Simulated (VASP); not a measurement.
NiO:

```
Ni O
1.0
     0.00000    2.09360    2.09360
     2.09360    0.00000    2.09360
     2.09360    2.09360    0.00000
Ni O
1 1
Direct
  0.00000 0.00000 0.00000
  0.50000 0.50000 0.50000
```

Base run:

- Program: VASP 6.6.1
- Functional: LDA
- Potentials or basis: VASP PAW LDA potentials, release 64 (Ni, O)
- Cutoff: 520 eV
- k mesh: 9 × 9 × 9
- Occupations: gaussian, width 0.05 eV
- Spin: collinear spin, ferromagnetic start
- Starting moments: [2.0, 0.0] μB

Its results: pressure -20.6 GPa; net moment 0.64 μB per cell; site moments Ni +0.53; O +0.09 μB.

**Question.** The run is repeated on the same cell with these changes: further incar settings from ALGO = Normal; EDIFF = 1e-07; NBANDS = 19 to ALGO = Normal; EDIFF = 1e-06; NBANDS = 19. What comes out?

**Answer.** Pressure -22.9 GPa; net moment 0.41 μB per cell; site moments Ni +0.28; O +0.05 μB.

Caveats: a cell with one magnetic atom can't hold antiferromagnetic order, which such compounds often take.
